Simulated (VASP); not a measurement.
Here is a VASP 6.6.1 calculation.

Contents of POSCAR:

```
BiB
1.0
    3.3553963765      0.0000000000      0.0000000000
    0.0000000000      3.3553963765      0.0000000000
    0.0000000000      0.0000000000      3.3553963765
B Bi
1 1
Direct
    0.0000000000      0.0000000000      0.0000000000
    0.5000000000      0.5000000000      0.5000000000
```

File INCAR.step1:

```
ALGO = Normal ; EDIFF = 1E-4
ENCUT = 520 ; GGA = PE
ISMEAR = -1 ; LASPH = True
LCHARG = False ; LREAL = False
LWAVE = True ; NBANDS = 16
NELM = 60 ; PREC = Accurate
SIGMA = 0.03
```

The input INCAR.step2:

```
ALGO = Normal ; BPARAM = 11.95
CPARAM = 0.0093 ; EDIFF = 1E-6
ENCUT = 520 ; ISIF = 2
ISMEAR = -1 ; ISTART = 1
IVDW_NL = 2 ; LASPH = True
LCHARG = True ; LELF = True
LMIXTAU = True ; LREAL = False
LUSE_VDW = True ; LVHAR = True
LWAVE = False ; METAGGA = R2SCAN
NBANDS = 16 ; NELM = 60
PREC = Accurate ; SIGMA = 0.03
```

Contents of KPOINTS:

```
k-points
0
Gamma
  8 8 8
```

Potentials or basis: VASP PAW PBE potentials, release 64 (B, Bi_d).

The run is started by

```bash
$ cat potpaw_PBE.64/B/POTCAR potpaw_PBE.64/Bi_d/POTCAR > POTCAR
$ cp INCAR.step1 INCAR
$ mpirun -np 1 vasp_std > vasp.out
$ cp INCAR.step2 INCAR
$ mpirun -np 1 vasp_std > vasp.out
```

Problem. Estimate the band gap on the k mesh.

Solution. Zero (bands 9 and 10 overlap by 4.48 eV).

Problem. What does it give for the pressure?

Solution. 0.2 GPa.

Caveat: the PAW data sets were made with another functional, which shifts forces and pressure a little; spin-orbit coupling is left out, which moves the levels of the heavy elements.
